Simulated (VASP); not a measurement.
Here is a VASP 6.6.1 calculation.

INCAR

```
SYSTEM = Os
ALGO = Normal
EDIFF = 1E-6
ENCUT = 600
GGA = PE
GGA_COMPAT = .False.
ISIF = 2
ISMEAR = 0
LASPH = .True.
LCHARG = .False.
LREAL = .False.
LWAVE = .False.
NBANDS = 10
NELM = 120
PREC = Accurate
SIGMA = 0.1
```

File KPOINTS:

```
k-points
0
Gamma
  6 6 6
  0 0 0
```

File POSCAR:

```
Os
1.0
    0.0000000000      1.9220413878      1.9220413878
    1.9220413878      0.0000000000      1.9220413878
    1.9220413878      1.9220413878      0.0000000000
Os
1
Direct
    0.0000000000      0.0000000000      0.0000000000
```

Potentials or basis: VASP PAW PBE potentials, release 64 (Os).

The run is started by

```console
$ cat potpaw_PBE.64/Os/POTCAR > POTCAR
$ mpirun -np 1 vasp_std > vasp.out
```

Task: Estimate the band gap on the k mesh.

Result: Zero (bands 4 and 5 overlap by 3.74 eV).

Task: Predict the pressure.

Result: 4.9 GPa.

Caveat: the k points lie up to 0.47 Å⁻¹ apart, too coarse for converged energies and pressures of a metal; spin-orbit coupling is left out, which moves the levels of the heavy elements.
